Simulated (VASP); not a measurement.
Crystal: Si.

```xyz
2
Lattice="-2.3714 2.3714 1.3293 2.3714 -2.3714 1.3293 2.3714 2.3714 -1.3293" Properties=species:S:1:pos:R:3 pbc="T T T"
Si    2.3714    0.0000    0.6646
Si    0.0000    0.0000    1.3293
```

Base run:

```yaml
Program: VASP 6.6.1
Functional: RPBE
Potentials_or_basis: VASP PAW PBE potentials, release 64 (Si)
Cutoff: 500 eV
k_mesh: 12 × 12 × 12
Occupations: fermi-dirac, width 0.1 eV
Spin: no spin polarisation
```

Its results: band gap on the k mesh zero (bands 4 and 5 overlap by 6.92 eV); pressure 4.5 GPa.

Question: The run is repeated on the same cell with these changes: functional from RPBE to PBEsol. What comes out?

Answer: Band gap on the k mesh zero (bands 4 and 5 overlap by 6.91 eV); pressure 1.0 GPa.

PBEsol binds more tightly than RPBE, so the same cell stands under less pressure.

Caveats: the PAW data sets were made with another functional, which shifts forces and pressure a little; the cell stands under pressure (at least some runs).
